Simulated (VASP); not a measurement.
Here is a VASP 6.6.1 calculation.

INCAR

```
SYSTEM = MnO2
PREC = Accurate
ENCUT = 520
EDIFF = 1E-6
ISMEAR = 0
SIGMA = 0.05
LREAL = .FALSE.
LASPH = .TRUE.
NELM = 150
ALGO = Normal
ISIF = 2
LWAVE = .FALSE.
LCHARG = .TRUE.
ISPIN = 2
MAGMOM = 1.5 1.5 0 0 0 0
LORBIT = 11
NUPDOWN = 3.0
LMAXMIX = 4
LDAU = .TRUE.
LDAUTYPE = 2
LDAUL = 2 -1
LDAUU = 4 0
LDAUJ = 0 0
LDAUPRINT = 1
GGA = CA
LELF = .TRUE.
LVHAR = .TRUE.
NBANDS = 38
```

File KPOINTS:

```
Automatic mesh
0
G
  4 4 7
  0 0 0
```

File POSCAR:

```
MnO2
1.0
    4.3959987700      0.0000000000      0.0000000000
    0.0000000000      4.3959987700      0.0000000000
    0.0000000000      0.0000000000      2.8709991900
Mn O
2 4
Direct
    0.0000000000      0.0000000000      0.0000000000
    0.5000000000      0.5000000000      0.5000000000
    0.3020000000      0.3020000000      0.0000000000
    0.1980000000      0.8020000000      0.5000000000
    0.6980000000      0.6980000000      0.0000000000
    0.8020000000      0.1980000000      0.5000000000
```

Potentials or basis: VASP PAW LDA potentials, release 64 (Mn_pv, O).

Launch:

```bash
$ cat potpaw_LDA.64/Mn_pv/POTCAR potpaw_LDA.64/O/POTCAR > POTCAR
$ mpirun -np 1 vasp_std > vasp.out
```

Problem. Predict the largest force.

Solution. 0.485 eV/Å.

Problem. Predict the pressure.

Solution. -11.0 GPa.

Stress tensor (GPa, compression positive):
```
 -9.84   0.00   0.00
  0.00  -9.84   0.00
  0.00   0.00 -13.40
```

Caveat: the total moment is fixed, so each spin has its own Fermi level; only a ferromagnetic start was run, and an antiferromagnetic order may lie lower in energy. The state reached can hang on the start; a lower one may exist.
